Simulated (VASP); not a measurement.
Wanted: the native input for a VASP 6.6.1 run.

```yaml
Task: single point
Functional: LDA
Potentials_or_basis: VASP PAW LDA potentials, release 64 (Be)
Cutoff: 600 eV
k_mesh: 21 × 21 × 21
Occupations: fermi-dirac, width 0.1 eV
Spin: no spin polarisation
Dipole_correction: no
Further_INCAR_settings: ALGO = Normal; EDIFF = 1e-06; NBANDS = 7
```

The structure of Be lies in POSCAR:

```
Be
1.0
    1.9879060893      0.0000000000      0.0000000000
    0.0000000000      1.9879060893      0.0000000000
    0.0000000000      0.0000000000      1.9879060893
Be
1
Direct
    0.0000000000      0.0000000000      0.0000000000
```

This cell differs from its parent crystal: volume scaled by 0.8.

These files were run (other wordings do the same):

INCAR

```
SYSTEM = Be
PREC = Accurate ; ENCUT = 600
EDIFF = 1E-6 ; ISMEAR = -1
SIGMA = 0.1 ; LREAL = .False.
LASPH = .True. ; NELM = 120
ALGO = Normal ; ISIF = 2
LWAVE = .False. ; LCHARG = .False.
NBANDS = 7 ; GGA_COMPAT = .False.
```

KPOINTS

```
Automatic mesh
0
Gamma
  21 21 21
  0 0 0
```

Potentials or basis: VASP PAW LDA potentials, release 64 (Be).

The run is started by

```bash
$ cat potpaw_LDA.64/Be/POTCAR > POTCAR
$ mpirun -np 1 vasp_std > vasp.out
```

Results of the run:

* Pressure: 26.5 GPa
* Band gap on the k mesh: zero (band 1 reaches 12.73 eV, above the bottom of band 2 at 5.59 eV)

Wall time 2.6 s on 1 thread of Intel(R) Xeon(R) 6975P-C (Granite Rapids) (shared host), peak memory 0.12 GiB.
